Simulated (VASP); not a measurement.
# SnPt3 in VASP: a series of runs

The runs below take SnPt3 through electric field gradients, with LDA.

Program: VASP 6.6.1. These are calculated values, not measurements. Logs are shortened: lines on timing, memory, paths and dates and some standing lists are left out, and cuts for length are marked.

### 1 The cell of the first run

It takes space group R-3m (No. 166, trigonal). Conventional cell: a = 5.600 Å, b = 5.600 Å, c = 7.067 Å, α = 90.00°, β = 90.00°, γ = 120.00°. Within 3.7 Å of Sn (site symmetry -3m) lie 12 Pt at 2.80 to 2.86 Å. Within 3.7 Å of Pt (site symmetry 2/m) lie 4 Sn at 2.80 to 2.86 Å and 8 Pt at 2.80 to 2.86 Å.

### 2 Electric field gradients, LDA (equal xy, yz and zx shear strains of +2 %)

INCAR

```
ALGO = Normal ; EDIFF = 1E-8
ENCUT = 520 ; GGA = CA
ISIF = 2 ; ISMEAR = -1
LASPH = T ; LCHARG = F
LEFG = T ; LREAL = F
LWAVE = F ; NBANDS = 30
NELM = 80 ; PREC = Accurate
SIGMA = 0.05
```

KPOINTS

```
k-points
0
Gamma
  8 8 8
```

POSCAR

```
SnPt3
1.0
    4.0000000000      0.0400000000      0.0400000000
    0.0400000000      4.0000000000      0.0400000000
    0.0400000000      0.0400000000      4.0000000000
Sn Pt
1 3
Direct
    0.0000000000      0.0000000000      0.0000000000
    0.0000000000      0.5000000000      0.5000000000
    0.5000000000      0.0000000000      0.5000000000
    0.5000000000      0.5000000000      0.0000000000
```

Potentials or basis: VASP PAW LDA potentials, release 64 (Sn_d, Pt).

Command:

```sh
> cat potpaw_LDA.64/Sn_d/POTCAR potpaw_LDA.64/Pt/POTCAR > POTCAR
> mpirun -np 1 vasp_std > vasp.out
```

OUTCAR:

```text
EDIFF = 1E-8
   ENCUT = 520
   GGA = CA
   ISIF = 2
   ISMEAR = -1
   LASPH = T
   LREAL = F
   NELM = 80
   PREC = Accurate

 ion  position               nearest neighbor table
   1  0.000  0.000  0.000-   2 2.80   3 2.80   2 2.80   4 2.80   3 2.80   4 2.80   2 2.86   2 2.86
                             3 2.86   4 2.86   3 2.86   4 2.86
   2  0.000  0.500  0.500-   1 2.80   4 2.80   1 2.80   3 2.80   3 2.80   4 2.80   1 2.86   1 2.86
                             3 2.86   4 2.86   4 2.86   3 2.86
   3  0.500  0.000  0.500-   1 2.80   4 2.80   2 2.80   4 2.80   1 2.80   2 2.80   1 2.86   4 2.86
                             2 2.86   4 2.86   1 2.86   2 2.86
   4  0.500  0.500  0.000-   2 2.80   3 2.80   1 2.80   3 2.80   1 2.80   2 2.80   1 2.86   3 2.86
                             2 2.86   3 2.86   2 2.86   1 2.86

  LATTYP: Found a trigonal (rhomboedric) cell.
 ALAT       =     4.0003999800
 COS(alpha) =     0.0200959808

  Lattice vectors:

 A1 = (   4.0000000000,   0.0400000000,   0.0400000000)
 A2 = (   0.0400000000,   4.0000000000,   0.0400000000)
 A3 = (   0.0400000000,   0.0400000000,   4.0000000000)

Analysis of symmetry for initial positions (statically):
=====================================================================
 Subroutine PRICEL returns:
 Original cell was already a primitive cell.

 Routine SETGRP: Setting up the symmetry group for a
 trigonal (rhombohedral) supercell.

 Subroutine GETGRP returns: Found 12 space group operations
 (whereof 12 operations were pure point group operations)
 out of a pool of 12 trial point group operations.

The static configuration has the point symmetry D_3d.

Analysis of symmetry for dynamics (positions and initial velocities):
=====================================================================
 Subroutine PRICEL returns:
 Original cell was already a primitive cell.

 Routine SETGRP: Setting up the symmetry group for a
 trigonal (rhombohedral) supercell.

 Subroutine GETGRP returns: Found 12 space group operations
 (whereof 12 operations were pure point group operations)
 out of a pool of 12 trial point group operations.

The dynamic configuration has the point symmetry D_3d.

 Subroutine INISYM returns: Found 12 space group operations
 (whereof 12 operations are pure point group operations),
 and found     1 'primitive' translations

[... 149 lines left out ...]
 cond. band min:      11.8099779280   @ k =   0.3750   0.3750   0.3750
 fundamental gap:      0.0439004052
 Fermi energy:        11.8091487530

 k-point     1 :       0.0000    0.0000    0.0000
  band No.  band energies     occupation
      1     -10.0723      2.00000
      2     -10.0723      2.00000
      3     -10.0621      2.00000
      4     -10.0541      2.00000
      5     -10.0541      2.00000
      6      -0.2478      2.00000
[... 781 lines left out ...]
     29      20.8292      0.00000
     30      21.4888      0.00000

 [... further k-points ...]

------------------------ aborting loop because EDIFF is reached ----------------------------------------

  FORCE on cell =-STRESS in cart. coord.  units (eV):
  Direction    XX          YY          ZZ          XY          YZ          ZX
  --------------------------------------------------------------------------------------
  -------------------------------------------------------------------------------------
  Total       -1.0315389     -1.0315389     -1.0315389     -0.6121525     -0.6121525     -0.6121525
  in kB      -25.8312634    -25.8312634    -25.8312634    -15.3292072    -15.3292072    -15.3292072
  external PRESSURE =     -25.8312634 kB  Pullay stress =       0.0000000 kB

 VOLUME and BASIS-vectors are now :
 -----------------------------------------------------------------------------
  energy-cutoff  :      520.00
  volume of cell :       63.98
      direct lattice vectors                 reciprocal lattice vectors
     4.000000000  0.040000000  0.040000000     0.250049515 -0.002475738 -0.002475738
     0.040000000  4.000000000  0.040000000    -0.002475738  0.250049515 -0.002475738
     0.040000000  0.040000000  4.000000000    -0.002475738 -0.002475738  0.250049515

 POSITION                                       TOTAL-FORCE (eV/Angst)
 -----------------------------------------------------------------------------------
      0.00000      0.00000      0.00000         0.000000      0.000000      0.000000
      0.04000      2.02000      2.02000        -0.000000     -0.000000     -0.000000
      2.02000      0.04000      2.02000         0.000000      0.000000      0.000000
      2.02000      2.02000      0.04000        -0.000000      0.000000      0.000000
 -----------------------------------------------------------------------------------
    total drift:                                0.000000      0.000000     -0.000000

  FREE ENERGIE OF THE ION-ELECTRON SYSTEM (eV)
  ---------------------------------------------------
  free  energy   TOTEN  =       -28.5644224465 eV

  energy  without entropy=      -28.5548754775  energy(sigma->0) =      -28.55964896

 Electric field gradients (V/A^2)
---------------------------------------------------------------------
 ion       V_xx      V_yy      V_zz      V_xy      V_xz      V_yz
---------------------------------------------------------------------
   1      -0.000     0.000     0.000    16.364    16.364    16.364
   2    -144.652    72.326    72.326    26.866    26.866     7.264
   3      72.326  -144.652    72.326    26.866     7.264    26.866
   4      72.326    72.326  -144.652     7.264    26.866    26.866
---------------------------------------------------------------------

 Electric field gradients after diagonalization (V/A^2)
 (convention: |V_zz| > |V_xx| > |V_yy|)
----------------------------------------------------------------------
 ion       V_xx      V_yy      V_zz     asymmetry (V_yy - V_xx)/ V_zz
----------------------------------------------------------------------
   1     -16.364   -16.364    32.729       0.000
   2      85.852    65.062  -150.914       0.138
   3      85.852    65.062  -150.914       0.138
   4      85.852    65.062  -150.914       0.138
----------------------------------------------------------------------

           NMR quadrupolar parameters

 Cq : quadrupolar parameter    Cq=e*Q*V_zz/h
 eta: asymmetry parameters     (V_yy - V_xx)/ V_zz
 Q  : nuclear electric quadrupole moment in mb (millibarn)
----------------------------------------------------------------------
 ion       Cq(MHz)       eta       Q (mb)
----------------------------------------------------------------------
   1       0.079       0.000       1.000
   2      -0.365       0.138       1.000
   3      -0.365       0.138       1.000
   4      -0.365       0.138       1.000
----------------------------------------------------------------------
```

OSZICAR:

```text
N       E                     dE             d eps       ncg     rms          rms(c)
DAV:   1     0.400813983070E+03    0.40081E+03   -0.21004E+04  4180   0.197E+03
DAV:   2     0.128032986810E+02   -0.38801E+03   -0.36645E+03  4136   0.531E+02
DAV:   3    -0.283153670591E+02   -0.41119E+02   -0.39635E+02  4324   0.131E+02
DAV:   4    -0.296079399718E+02   -0.12926E+01   -0.12887E+01  4496   0.235E+01
DAV:   5    -0.296442630911E+02   -0.36323E-01   -0.36319E-01  4868   0.420E+00    0.191E+01
DAV:   6    -0.287118009285E+02    0.93246E+00   -0.22233E+00  4374   0.975E+00    0.956E+00
DAV:   7    -0.285816996678E+02    0.13010E+00   -0.14870E-01  5228   0.415E+00    0.387E+00
DAV:   8    -0.285659928963E+02    0.15707E-01   -0.26725E-02  5098   0.112E+00    0.351E-01
DAV:   9    -0.285644186712E+02    0.15742E-02   -0.61715E-03  5012   0.884E-01    0.590E-02
DAV:  10    -0.285644236889E+02   -0.50177E-05   -0.16955E-04  5130   0.122E-01    0.192E-02
DAV:  11    -0.285644225889E+02    0.11000E-05   -0.98650E-06  5444   0.242E-02    0.474E-03
DAV:  12    -0.285644224455E+02    0.14341E-06   -0.74610E-07  4392   0.755E-03    0.173E-03
DAV:  13    -0.285644224465E+02   -0.10186E-08   -0.27203E-08  3536   0.193E-03
   1 F= -.28564422E+02 E0= -.28559649E+02  d E =-.954697E-02
```

stdout:

```text
POSCAR found type information on POSCAR SnPt
 POSCAR found :  2 types and       4 ions
 scaLAPACK will be used
 LDA part: xc-table for (Slater(with rela. corr.)+CA(PZ))
 , standard interpolation
 POSCAR, INCAR and KPOINTS ok, starting setup
 FFT: planning ... GRIDC
 FFT: planning ... GRID_SOFT
 FFT: planning ... GRID
 WAVECAR not read
 entering main loop
ion   1

ion   2
     0.0000674     0.2533081     0.4096735     0.7634666     0.2533081    -1.3223629
     0.0000928     0.2533081     0.4096735     0.7634666     0.2533081    -1.3223629
     0.0001278     0.2533081     0.4096734     0.7634666     0.2533081    -1.3223629
     0.0001760     0.2533081     0.4096734     0.7634666     0.2533081    -1.3223629

     0.0000674   -24.6236887    -6.7367729   -56.8536640   -24.6236887    98.4734347
     0.0000928   -24.6043350    -6.7266547   -56.7938393   -24.6043350    98.3698152
     0.0001278   -24.5749368    -6.7113506   -56.7014341   -24.5749368    98.2097648
     0.0001760   -24.5304726    -6.6883032   -56.5593266   -24.5304726    97.9636274

ion   3
     0.0000674     0.2533081     0.2533081     0.7634666     0.4096735     1.3223629
     0.0000928     0.2533081     0.2533081     0.7634666     0.4096735     1.3223629
     0.0001278     0.2533081     0.2533081     0.7634666     0.4096734     1.3223629
     0.0001760     0.2533081     0.2533081     0.7634666     0.4096734     1.3223629

     0.0000674   -24.6236887   -24.6236887   -56.8536640    -6.7367729   -98.4734347
     0.0000928   -24.6043350   -24.6043350   -56.7938393    -6.7266547   -98.3698152
     0.0001278   -24.5749368   -24.5749368   -56.7014341    -6.7113506   -98.2097648
     0.0001760   -24.5304726   -24.5304726   -56.5593266    -6.6883032   -97.9636274

ion   4
```

Wall time 85 s (1 thread of Intel Xeon Platinum 8259CL at 2.50GHz (Skylake/Cascade Lake), shared host); peak memory 0.23 GiB.

What came out:

| Quantity | Value |
| --- | --- |
| Free energy | -28.5644 eV |
| Pressure | -2.6 GPa |
| Band gap on the k mesh | zero (bands 22 and 23 overlap by 0.53 eV) |
| Largest electric field gradient by atom | Sn +32.7; Pt -150.9 V/Å² |

Levels at points of the mesh, in eV from the Fermi level:
| k point | band 20 | band 21 | band 22 | band 23 | band 24 | band 25 |
| --- | --- | --- | --- | --- | --- | --- |
| (0.00, 0.00, 0.00) | -1.20 | -0.42 | 0.14 | 0.14 | 0.16 | 2.91 |
| (0.50, 0.00, 0.00) | -2.36 | -1.12 | 0.14 | 1.80 | 3.84 | 3.97 |
| (0.50, 0.50, 0.00) | -2.11 | -1.91 | -1.56 | 0.77 | 1.08 | 5.11 |
| (0.50, 0.50, 0.50) | -2.09 | -0.73 | -0.39 | -0.39 | -0.17 | 0.90 |

Electric field gradients, principal values (V/Å²):
```
atom    least   middle  greatest (by size)
1 Sn  -16.364  -16.364              32.729
2 Pt   65.062   85.852            -150.914
3 Pt   65.062   85.852            -150.914
4 Pt   65.062   85.852            -150.914
```

Caveat: the cell differs from its parent crystal (equal xy, yz and zx shear strains of +2 %); without QUAD_EFG the Cq values of the log hold for a quadrupole moment of 1 mb, not for the nuclei; spin-orbit coupling is left out, which moves the levels of the heavy elements.

### 3 Electric field gradients, LDA (zz strain of +1 %)

INCAR

```
SYSTEM = SnPt3
PREC = Accurate ; ENCUT = 520
EDIFF = 1E-8 ; ISMEAR = -1
SIGMA = 0.05 ; LREAL = .False.
LASPH = .True. ; NELM = 80
ALGO = Normal ; ISIF = 2
LWAVE = .False. ; LCHARG = .False.
LEFG = .True. ; NBANDS = 30
```

KPOINTS

```
Automatic mesh
0
Gamma
  8 8 8
  0 0 0
```

POSCAR

```
SnPt3
1.0
    4.0000000000      0.0000000000      0.0000000000
    0.0000000000      4.0000000000      0.0000000000
    0.0000000000      0.0000000000      4.0400000000
Sn Pt
1 3
Direct
    0.0000000000      0.0000000000      0.0000000000
    0.0000000000      0.5000000000      0.5000000000
    0.5000000000      0.0000000000      0.5000000000
    0.5000000000      0.5000000000      0.0000000000
```

Potentials or basis: VASP PAW LDA potentials, release 64 (Sn_d, Pt).

Command:

```sh
> cat potpaw_LDA.64/Sn_d/POTCAR potpaw_LDA.64/Pt/POTCAR > POTCAR
> mpirun -np 1 vasp_std > vasp.out
```

OUTCAR:

```text
SYSTEM = SnPt3
   PREC = Accurate
   ENCUT = 520
   EDIFF = 1E-8
   ISMEAR = -1
   LREAL = .False.
   LASPH = .True.
   NELM = 80
   ISIF = 2

 ion  position               nearest neighbor table
   1  0.000  0.000  0.000-   4 2.83   4 2.83   4 2.83   4 2.83   3 2.84   2 2.84   3 2.84   2 2.84
                             3 2.84   2 2.84   3 2.84   2 2.84
   2  0.000  0.500  0.500-   3 2.83   3 2.83   3 2.83   3 2.83   4 2.84   1 2.84   1 2.84   1 2.84
                             4 2.84   4 2.84   4 2.84   1 2.84
   3  0.500  0.000  0.500-   2 2.83   2 2.83   2 2.83   2 2.83   4 2.84   1 2.84   4 2.84   4 2.84
                             1 2.84   4 2.84   1 2.84   1 2.84
   4  0.500  0.500  0.000-   1 2.83   1 2.83   1 2.83   1 2.83   3 2.84   2 2.84   3 2.84   3 2.84
                             3 2.84   2 2.84   2 2.84   2 2.84

  LATTYP: Found a simple tetragonal cell.
 ALAT       =     4.0000000000
 C/A-ratio  =     1.0100000000

  Lattice vectors:

 A1 = (   4.0000000000,   0.0000000000,   0.0000000000)
 A2 = (   0.0000000000,   4.0000000000,   0.0000000000)
 A3 = (   0.0000000000,   0.0000000000,   4.0400000000)

Analysis of symmetry for initial positions (statically):
=====================================================================
 Subroutine PRICEL returns:
 Original cell was already a primitive cell.

 Routine SETGRP: Setting up the symmetry group for a
 simple tetragonal supercell.

 Subroutine GETGRP returns: Found 16 space group operations
 (whereof 16 operations were pure point group operations)
 out of a pool of 16 trial point group operations.

The static configuration has the point symmetry D_4h.

Analysis of symmetry for dynamics (positions and initial velocities):
[... 967 lines left out ...]
  Direction    XX          YY          ZZ          XY          YZ          ZX
  --------------------------------------------------------------------------------------
  -------------------------------------------------------------------------------------
  Total       -1.8923554     -1.8923554     -2.3674753      0.0000000      0.0000000      0.0000000
  in kB      -46.9042228    -46.9042228    -58.6806186      0.0000000      0.0000000      0.0000000
  external PRESSURE =     -50.8296881 kB  Pullay stress =       0.0000000 kB

 VOLUME and BASIS-vectors are now :
 -----------------------------------------------------------------------------
  energy-cutoff  :      520.00
  volume of cell :       64.64
      direct lattice vectors                 reciprocal lattice vectors
     4.000000000  0.000000000  0.000000000     0.250000000  0.000000000  0.000000000
     0.000000000  4.000000000  0.000000000     0.000000000  0.250000000  0.000000000
     0.000000000  0.000000000  4.040000000     0.000000000  0.000000000  0.247524752

 POSITION                                       TOTAL-FORCE (eV/Angst)
 -----------------------------------------------------------------------------------
      0.00000      0.00000      0.00000         0.000000      0.000000      0.000000
      0.00000      2.00000      2.02000         0.000000      0.000000      0.000000
      2.00000      0.00000      2.02000         0.000000      0.000000      0.000000
      2.00000      2.00000      0.00000         0.000000      0.000000      0.000000
 -----------------------------------------------------------------------------------
    total drift:                                0.000000      0.000000     -0.000000

  FREE ENERGIE OF THE ION-ELECTRON SYSTEM (eV)
  ---------------------------------------------------
  free  energy   TOTEN  =       -28.5651470704 eV

  energy  without entropy=      -28.5548746389  energy(sigma->0) =      -28.56001085

 Electric field gradients (V/A^2)
---------------------------------------------------------------------
 ion       V_xx      V_yy      V_zz      V_xy      V_xz      V_yz
---------------------------------------------------------------------
   1      -2.349    -2.349     4.699     0.000    -0.000    -0.000
   2    -145.369    67.865    77.504    -0.000    -0.000    -0.000
   3      67.865  -145.369    77.504     0.000    -0.000     0.000
   4      69.380    69.380  -138.761    -0.000    -0.000     0.000
---------------------------------------------------------------------

 Electric field gradients after diagonalization (V/A^2)
 (convention: |V_zz| > |V_xx| > |V_yy|)
----------------------------------------------------------------------
 ion       V_xx      V_yy      V_zz     asymmetry (V_yy - V_xx)/ V_zz
----------------------------------------------------------------------
   1      -2.349    -2.349     4.699       0.000
   2      77.504    67.865  -145.369       0.066
   3      77.504    67.865  -145.369       0.066
   4      69.380    69.380  -138.761       0.000
----------------------------------------------------------------------

           NMR quadrupolar parameters

 Cq : quadrupolar parameter    Cq=e*Q*V_zz/h
 eta: asymmetry parameters     (V_yy - V_xx)/ V_zz
 Q  : nuclear electric quadrupole moment in mb (millibarn)
----------------------------------------------------------------------
 ion       Cq(MHz)       eta       Q (mb)
----------------------------------------------------------------------
   1       0.011       0.000       1.000
   2      -0.352       0.066       1.000
   3      -0.352       0.066       1.000
   4      -0.336       0.000       1.000
----------------------------------------------------------------------
```

stdout:

```text
POSCAR found type information on POSCAR SnPt
 POSCAR found :  2 types and       4 ions
 scaLAPACK will be used
 LDA part: xc-table for (Slater(with rela. corr.)+CA(PZ))
 , standard interpolation
 POSCAR, INCAR and KPOINTS ok, starting setup
 FFT: planning ... GRIDC
 FFT: planning ... GRID_SOFT
 FFT: planning ... GRID
 WAVECAR not read
 entering main loop
ion   1

ion   2

ion   3

ion   4
```

Run time: 50 s. Hardware: 1 thread of AMD EPYC 9R45 (Zen 5), shared host; peak memory 0.21 GiB.

What came out:

| Quantity | Value |
| --- | --- |
| Free energy | -28.5651 eV |
| Pressure | -5.1 GPa |
| Band gap on the k mesh | zero (bands 22 and 23 overlap by 0.49 eV) |
| Largest electric field gradient by atom | Sn +4.7; Pt -145.4, -138.8 (each value once) V/Å² |

Stress tensor (GPa, compression positive):
```
-4.69  0.00  0.00
 0.00 -4.69  0.00
 0.00  0.00 -5.87
```

Levels at points of the mesh, in eV from the Fermi level:
| k point | band 18 | band 19 | band 20 | band 21 | band 22 | band 23 | band 24 | band 25 | band 26 | band 27 |
| --- | --- | --- | --- | --- | --- | --- | --- | --- | --- | --- |
| (0.00, 0.00, 0.00) | -1.19 | -1.19 | -1.16 | -0.40 | 0.10 | 0.10 | 0.19 | 2.81 | 6.11 | 6.31 |
| (0.50, 0.00, 0.00) | -2.50 | -2.47 | -2.32 | -1.13 | 0.11 | 1.73 | 3.85 | 3.96 | 5.27 | 5.41 |
| (0.50, 0.50, 0.00) | -2.68 | -2.55 | -2.03 | -1.87 | -1.53 | 0.96 | 0.96 | 5.01 | 6.58 | 7.41 |
| (0.00, 0.00, 0.50) | -2.43 | -2.43 | -2.34 | -1.06 | 0.19 | 1.83 | 3.82 | 3.82 | 5.38 | 5.38 |
| (0.50, 0.00, 0.50) | -2.71 | -2.57 | -2.08 | -1.91 | -1.56 | 0.88 | 0.88 | 5.11 | 6.65 | 7.54 |
| (0.50, 0.50, 0.50) | -2.57 | -2.11 | -2.03 | -0.70 | -0.34 | -0.30 | -0.30 | 0.84 | 3.55 | 3.63 |

Electric field gradients, principal values (V/Å²):
| atom | least | middle | greatest (by size) |
| --- | --- | --- | --- |
| 1 Sn | -2.349 | -2.349 | 4.699 |
| 2 Pt | 67.865 | 77.504 | -145.369 |
| 3 Pt | 67.865 | 77.504 | -145.369 |
| 4 Pt | 69.380 | 69.380 | -138.761 |

Caveat: the cell differs from its parent crystal (zz strain of +1 %); the cell stands under tension; without QUAD_EFG the Cq values of the log hold for a quadrupole moment of 1 mb, not for the nuclei; spin-orbit coupling is left out, which moves the levels of the heavy elements.

The gap in the log of VASP goes by the Fermi energy; the results here count the filled bands.